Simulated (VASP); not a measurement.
# TiPb2 (I4/mcm) in VASP: single point with PBE

Aim: the single point of TiPb2 with PBE.

All numbers are computed with VASP 6.6.1; they aren't measurements. Logs are shortened: lines on timing, memory, paths and dates and some standing lists are left out, and cuts for length are marked.

### 1 The cell of the first run

It takes space group I4/mcm (No. 140, tetragonal). The conventional cell has a = 6.920 Å, b = 6.920 Å, c = 6.045 Å, α = 90.00°, β = 90.00°, γ = 90.00°. Within 3.9 Å of Pb (site symmetry m2m) lie 11 Pb at 2.97 to 3.72 Å and 4 Ti at 3.03 Å. Ti (site symmetry 422) has 2 Ti at 3.02 Å and 8 Pb at 3.03 Å within 4.0 Å.

### 2 Single point, PBE

Contents of INCAR:

```
SYSTEM = TiPb2
PREC     = Accurate       ! precision mode
ENCUT    = 520            ! plane-wave cutoff, eV
EDIFF    = 1E-7           ! SCF threshold, eV
ISMEAR   = 0              ! smearing method
SIGMA    = 0.0202         ! smearing width, eV
LREAL    = .False.        ! projectors in reciprocal space
LASPH    = .True.         ! aspherical terms in the spheres
NELM     = 60             ! most SCF steps
ALGO     = Normal         ! electronic algorithm
ISIF     = 2              ! what is computed and relaxed
LWAVE    = .False.        ! write WAVECAR
LCHARG   = .False.        ! write CHGCAR
GGA      = PE             ! functional
NBANDS   = 49             ! bands
```

Contents of KPOINTS:

```
Automatic mesh
0
Gamma
  8 8 8
  0 0 0
```

Contents of POSCAR:

```
TiPb2
1.0
   -3.4599940000      3.4599940000      3.0225590000
    3.4599940000     -3.4599940000      3.0225590000
    3.4599940000      3.4599940000     -3.0225590000
Pb Ti
4 2
Direct
    0.6515600000      0.1515600000      0.8031200000
    0.1515600000      0.3484400000      0.5000000000
    0.3484400000      0.8484400000      0.1968800000
    0.8484400000      0.6515600000      0.5000000000
    0.2500000000      0.2500000000      0.0000000000
    0.7500000000      0.7500000000      0.0000000000
```

Potentials or basis: VASP PAW PBE potentials, release 64 (Pb_d, Ti_sv).

Command:

```sh
$ cat potpaw_PBE.64/Pb_d/POTCAR potpaw_PBE.64/Ti_sv/POTCAR > POTCAR
$ mpirun -np 1 vasp_std > vasp.out
```

OUTCAR:

```text
SYSTEM = TiPb2
   PREC = Accurate
   ENCUT = 520
   EDIFF = 1E-7
   ISMEAR = 0
   LREAL = .False.
   LASPH = .True.
   NELM = 60
   ISIF = 2
   GGA = PE

 ion  position               nearest neighbor table
   1  0.652  0.152  0.803-   3 2.97   6 3.03   5 3.03   6 3.03   5 3.03   3 3.58   3 3.58   4 3.68
                             2 3.68   2 3.68   4 3.68   4 3.72   2 3.72   2 3.72   4 3.72
   2  0.152  0.348  0.500-   4 2.97   6 3.03   6 3.03   5 3.03   5 3.03   4 3.58   4 3.58   3 3.68
                             1 3.68   1 3.68   3 3.68   1 3.72   3 3.72   1 3.72   3 3.72
   3  0.348  0.848  0.197-   1 2.97   5 3.03   6 3.03   5 3.03   6 3.03   1 3.58   1 3.58   2 3.68
                             4 3.68   4 3.68   2 3.68   4 3.72   2 3.72   4 3.72   2 3.72
   4  0.848  0.652  0.500-   2 2.97   5 3.03   5 3.03   6 3.03   6 3.03   2 3.58   2 3.58   3 3.68
                             1 3.68   1 3.68   3 3.68   1 3.72   3 3.72   3 3.72   1 3.72
   5  0.250  0.250  0.000-   4 3.03   4 3.03   2 3.03   2 3.03   3 3.03   1 3.03   3 3.03   1 3.03

   6  0.750  0.750  0.000-   2 3.03   2 3.03   4 3.03   4 3.03   1 3.03   3 3.03   1 3.03   3 3.03

  LATTYP: Found a body centered tetragonal cell.
 ALAT       =     6.9199880000
 C/A-ratio  =     0.8735734802

  Lattice vectors:

 A1 = (  -3.4599940000,   3.4599940000,   3.0225590000)
 A2 = (   3.4599940000,  -3.4599940000,   3.0225590000)
 A3 = (   3.4599940000,   3.4599940000,  -3.0225590000)

Analysis of symmetry for initial positions (statically):
=====================================================================
 Subroutine PRICEL returns:
 Original cell was already a primitive cell.

 Routine SETGRP: Setting up the symmetry group for a
 body centered tetragonal supercell.

 Subroutine GETGRP returns: Found 16 space group operations
 (whereof  8 operations were pure point group operations)
 out of a pool of 16 trial point group operations.

The static configuration has the point symmetry C_4h.
 The point group associated with its full space group is D_4h.

Analysis of symmetry for dynamics (positions and initial velocities):
=====================================================================
 Subroutine PRICEL returns:
 Original cell was already a primitive cell.

 Routine SETGRP: Setting up the symmetry group for a
 body centered tetragonal supercell.

 Subroutine GETGRP returns: Found 16 space group operations
 (whereof  8 operations were pure point group operations)
 out of a pool of 16 trial point group operations.

The dynamic configuration has the point symmetry C_4h.
 The point group associated with its full space group is D_4h.

 Subroutine INISYM returns: Found 16 space group operations
 (whereof  8 operations are pure point group operations),
 and found     1 'primitive' translations

----------------------------------------------------------------------------------------

                                     Primitive cell

  volume of cell :     144.7390

  direct lattice vectors                    reciprocal lattice vectors
    -3.459994000  3.459994000  3.022559000     0.000000000  0.144508921  0.165422743
     3.459994000 -3.459994000  3.022559000     0.144508921  0.000000000  0.165422743
     3.459994000  3.459994000 -3.022559000     0.144508921  0.144508921  0.000000000

  length of vectors
     5.751432854  5.751432854  5.751432854     0.219653163  0.219653163  0.204366476

  position of ions in fractional coordinates (direct lattice)
     0.651560000  0.151560000  0.803120000
     0.151560000  0.348440000  0.500000000
     0.348440000  0.848440000  0.196880000
     0.848440000  0.651560000  0.500000000
     0.250000000  0.250000000  0.000000000
     0.750000000  0.750000000  0.000000000

  ion indices of the primitive-cell ions
   primitive index   ion index
                 1           1
                 2           2
                 3           3
                 4           4
                 5           5
                 6           6

----------------------------------------------------------------------------------------

 KPOINTS: Automatic mesh

Automatic generation of k-mesh.
 Grid dimensions read from file:
 generate k-points for:    8    8    8

 Generating k-lattice:

  Cartesian coordinates                     Fractional coordinates (reciprocal lattice)
     0.000000000  0.018063615  0.020677843     0.125000000  0.000000000  0.000000000
     0.018063615  0.000000000  0.020677843     0.000000000  0.125000000  0.000000000
     0.018063615  0.018063615  0.000000000     0.000000000  0.000000000  0.125000000

  Length of vectors
     0.027456645  0.027456645  0.025545810

  Shift w.r.t. Gamma in fractional coordinates (k-lattice)
     0.000000000  0.000000000  0.000000000

 Subroutine IBZKPT returns following result:
 ===========================================

 Found     59 irreducible k-points:

 Following reciprocal coordinates:
            Coordinates               Weight
  0.000000  0.000000  0.000000      1.000000
  0.125000 -0.000000  0.000000      8.000000
  0.250000 -0.000000  0.000000      8.000000
  0.375000 -0.000000  0.000000      8.000000
  0.500000 -0.000000  0.000000      4.000000
  0.125000  0.125000  0.000000      8.000000
[... 16 lines left out ...]
  0.250000  0.125000  0.125000     16.000000
  0.375000  0.125000  0.125000      8.000000
 [... further k-points ...]
   k-points           NKPTS =     59   k-points in BZ     NKDIM =     59   number of bands    NBANDS=     49
   number of dos      NEDOS =    301   number of ions     NIONS =      6
   total plane-waves  NPLWV = 110592
   dimension x,y,z NGX =    48 NGY =   48 NGZ =   48
   dimension x,y,z NGXF=    96 NGYF=   96 NGZF=   96
   ions per type =               4   2
   NGX,Y,Z   is equivalent  to a cutoff of  13.87, 13.87, 13.87 a.u.
   NGXF,Y,Z  is equivalent  to a cutoff of  27.75, 27.75, 27.75 a.u.
 SYSTEM =  TiPb2
   PREC   = accura    normal or accurate (medium, high low for compatibility)
   ISTART =      0    job   : 0-new  1-cont  2-samecut
   ICHARG =      2    charge: 1-file 2-atom 10-const
   ISPIN  =      1    spin polarized calculation?
   LNONCOLLINEAR =      F non collinear calculations
   LSORBIT =      F    spin-orbit coupling
   LASPH  =      T    aspherical Exc in radial PAW
   ENCUT  =  520.0 eV  38.22 Ry    6.18 a.u.  10.69 10.69 10.69*2*pi/ulx,y,z
   NELM   =     60;   NELMIN=  2; NELMDL= -5     # of ELM steps
   EDIFF  = 0.1E-06   stopping-criterion for ELM
   LREAL  =      F    real-space projection
   EDIFFG = 0.1E-05   stopping-criterion for IOM
   NSW    =      0    number of steps for IOM
   IBRION =     -1    ionic relax: 0-MD 1-quasi-New 2-CG
   NFREE  =      0    steps in history (QN), initial steepest desc. (CG)
   ISIF   =      2    stress and relaxation
   ISYM   =      2    0-nonsym 1-usesym 2-fastsym
   POTIM  = 0.5000    time-step for ionic-motion
   TEBEG  =    0.0;   TEEND  =   0.0 temperature during run
   PSTRESS=    0.0 pullay stress
   NELECT =      80.0000    total number of electrons
   NUPDOWN=      -1.0000    fix difference up-down
   EMIN   =  10.00;   EMAX   =-10.00  energy-range for DOS
   EFERMI =   0.00;   METHOD = LEGACY
   ISMEAR =     0;   SIGMA  =   0.02  broadening in eV -4-tet -1-fermi 0-gaus
   EFERMI_NEDOS =   21; number of points for ismear=-14 and -15
   IALGO  =     38    algorithm
   IMIX   =      4    mixing-type and parameters
     AMIX     =   0.40;   BMIX     =  1.00
     AMIX_MAG =   1.60;   BMIX_MAG =  1.00
  volume/ion in A,a.u.               =      24.12       162.79
  Fermi-wavevector in a.u.,A,eV,Ry     =   1.343516  2.538878 24.559014  1.805037
  Thomas-Fermi vector in A             =   2.471584
   LORBIT       =      0    0 simple, 1 ext, 2 COOP (PROOUT), +10 PAW based schemes
   GGA     = PE    functional components
   LHFCALC =     F    Hartree Fock is set to
   AEXX    =    0.0000 exact exchange contribution
   IVDW    =     0    specifies the selected vdW correction
   LEPSILON=     F    determine dielectric tensor
   LRPA    =     F    only Hartree local field effects (RPA)
 non-spin polarized calculation
 Gauss-broadening in eV      SIGMA  =   0.02
  energy-cutoff  :      520.00
  volume of cell :      144.74
 maximum number of plane-waves:      3926
 NGX is ok and might be reduce to    48
   NGX = 21   NGY = 21   NGZ = 21

 number of electron      79.9999989 magnetization

 Free energy of the ion-electron system (eV)
  ---------------------------------------------------
  ext. energy  EPLUGINS =         0.00000000
  ---------------------------------------------------
  free energy    TOTEN  =       -29.09654213 eV

  energy without entropy =      -29.09459239  energy(sigma->0) =      -29.09556726

 E-fermi :   8.0898     XC(G=0): -10.8673

 val. band max:        8.0887929805   @ k =   0.2500   0.1250   0.1250
 cond. band min:       8.0912469019   @ k =   0.3750   0.1250   0.0000
 fundamental gap:      0.0024539214
 Fermi energy:         8.0898236813

 k-point     1 :       0.0000    0.0000    0.0000
  band No.  band energies     occupation
      1     -48.9015      2.00000
      2     -48.8763      2.00000
      3     -25.2471      2.00000
      4     -25.2471      2.00000
      5     -25.2203      2.00000
      6     -25.2203      2.00000
[... 41 lines left out ...]
     48       9.9200      0.00000
     49      10.3016      0.00000

 k-point     2 :       0.1250   -0.0000    0.0000
  band No.  band energies     occupation
      1     -48.9005      2.00000
      2     -48.8773      2.00000
      3     -25.2461      2.00000
      4     -25.2461      2.00000
      5     -25.2214      2.00000
      6     -25.2214      2.00000
[... 41 lines left out ...]
     48      10.1520      0.00000
     49      10.4876      0.00000

 k-point     3 :       0.2500   -0.0000    0.0000
  band No.  band energies     occupation
      1     -48.8978      2.00000
      2     -48.8800      2.00000
      3     -25.2434      2.00000
      4     -25.2434      2.00000
      5     -25.2244      2.00000
      6     -25.2244      2.00000
[... 1081 lines left out ...]
     48      10.5660      0.00000
     49      10.8268      0.00000

 k-point    24 :       0.3750    0.1250    0.1250
  band No.  band energies     occupation
      1     -48.8889      2.00000
      2     -48.8889      2.00000
      3     -25.2345      2.00000
      4     -25.2345      2.00000
      5     -25.2337      2.00000
      6     -25.2337      2.00000
[... 41 lines left out ...]
     48      10.5443      0.00000
     49      11.0942      0.00000

 [... further k-points ...]

------------------------ aborting loop because EDIFF is reached ----------------------------------------

  FORCE on cell =-STRESS in cart. coord.  units (eV):
  Direction    XX          YY          ZZ          XY          YZ          ZX
  --------------------------------------------------------------------------------------
  -------------------------------------------------------------------------------------
  Total        3.5565335      3.5565335     -2.6668646      0.0000000      0.0000000      0.0000000
  in kB       39.3687852     39.3687852    -29.5206614      0.0000000      0.0000000      0.0000000
  external PRESSURE =      16.4056363 kB  Pullay stress =       0.0000000 kB

 VOLUME and BASIS-vectors are now :
 -----------------------------------------------------------------------------
  energy-cutoff  :      520.00
  volume of cell :      144.74
      direct lattice vectors                 reciprocal lattice vectors
    -3.459994000  3.459994000  3.022559000     0.000000000  0.144508921  0.165422743
     3.459994000 -3.459994000  3.022559000     0.144508921  0.000000000  0.165422743
     3.459994000  3.459994000 -3.022559000     0.144508921  0.144508921  0.000000000

 POSITION                                       TOTAL-FORCE (eV/Angst)
 -----------------------------------------------------------------------------------
      1.04879      4.50879      0.00000         0.855921      0.855921      0.000000
      2.41120      1.04879      0.00000        -0.855921      0.855921     -0.000000
      2.41120     -1.04879      3.02256        -0.855921     -0.855921     -0.000000
      1.04879      2.41120      3.02256         0.855921     -0.855921     -0.000000
      0.00000      0.00000      1.51128         0.000000     -0.000000     -0.000000
      0.00000      0.00000      4.53384         0.000000     -0.000000     -0.000000
 -----------------------------------------------------------------------------------
    total drift:                               -0.000000      0.000000     -0.000000

  FREE ENERGIE OF THE ION-ELECTRON SYSTEM (eV)
  ---------------------------------------------------
  free  energy   TOTEN  =       -29.0965421344 eV

  energy  without entropy=      -29.0945923897  energy(sigma->0) =      -29.09556726
```

Wall time 10 min (1 thread of Intel Xeon Platinum 8375C at 2.90GHz (Ice Lake), shared host); peak memory 0.52 GiB.

Results:

- Free energy: -29.0965 eV
- Pressure: 1.6 GPa
- Largest force: 1.210 eV/Å
- Band gap on the k mesh: zero (bands 40 and 41 overlap by 1.15 eV)

Forces in eV/Å, atoms in the order of the input:
```
Pb   0.856  0.856  0.000
Pb  -0.856  0.856  0.000
Pb  -0.856 -0.856  0.000
Pb   0.856 -0.856  0.000
Ti   0.000  0.000  0.000
Ti   0.000  0.000  0.000
```

Stress tensor (GPa, compression positive):
```
 3.94  0.00  0.00
 0.00  3.94  0.00
 0.00  0.00 -2.95
```

Levels at points of the mesh, in eV from the Fermi level:
```csv
k point,band 38,band 39,band 40,band 41,band 42,band 43
"(0.00, 0.00, 0.00)",-1.14,-1.14,-0.99,-0.58,-0.09,0.96
"(0.50, 0.00, 0.00)",-0.58,-0.11,-0.11,0.61,0.61,1.18
"(0.50, 0.50, 0.00)",-1.32,-0.76,-0.33,-0.12,0.25,0.99
"(0.50, 0.50, 0.50)",-0.60,-0.08,0.28,0.96,1.15,1.27
```

Caveat: the stress differs along the axes, from -3 to 4 GPa; spin-orbit coupling is left out, which moves the levels of the heavy elements; forces of over 1 eV/Å act on the atoms, so gaps and moduli don't describe the material at rest.
